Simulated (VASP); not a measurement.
A run of VASP 6.6.1 is set up as follows.

INCAR

```
  PREC = Accurate
  ENCUT = 520
  EDIFF = 1E-6
  ISMEAR = 0
  SIGMA = 0.1
  LREAL = F
  LASPH = T
  NELM = 60
  ALGO = Normal
  ISIF = 2
  LWAVE = F
  LCHARG = F
  GGA = PE
  NBANDS = 34
```

The input KPOINTS:

```
Automatic mesh
0
Gamma
  10 10 8
```

File POSCAR:

```
InGe2O2
1.0
    4.3647311774      0.0000000000      0.0000000000
    0.0000000000      4.3647311774      0.0000000000
    0.0000000000      0.0000000000      5.5908268695
In Ge O
1 2 2
Direct
    0.0000000000      0.0000000000      0.5000000000
    0.0000000000      0.0000000000      0.0000000000
    0.5000000000      0.5000000000      0.0000000000
    0.5000000000      0.0000000000      0.0000000000
    0.0000000000      0.5000000000      0.0000000000
```

Potentials or basis: VASP PAW PBE potentials, release 64 (In_d, Ge_d, O).

Run with:

```console
$ cat potpaw_PBE.64/In_d/POTCAR potpaw_PBE.64/Ge_d/POTCAR potpaw_PBE.64/O/POTCAR > POTCAR
$ mpirun -np 1 vasp_std > vasp.out
```

(1) What does it give for the pressure?

(2) What does it give for the band gap on the k mesh?

Results:

(1) 0.1 GPa.

(2) zero (an odd number of electrons rules out a gap without spin polarisation).

Caveat: spin-orbit coupling is left out, which moves the levels of the heavy elements; an odd number of electrons without spin polarisation forces a metal; a magnetic or distorted state may lie lower.
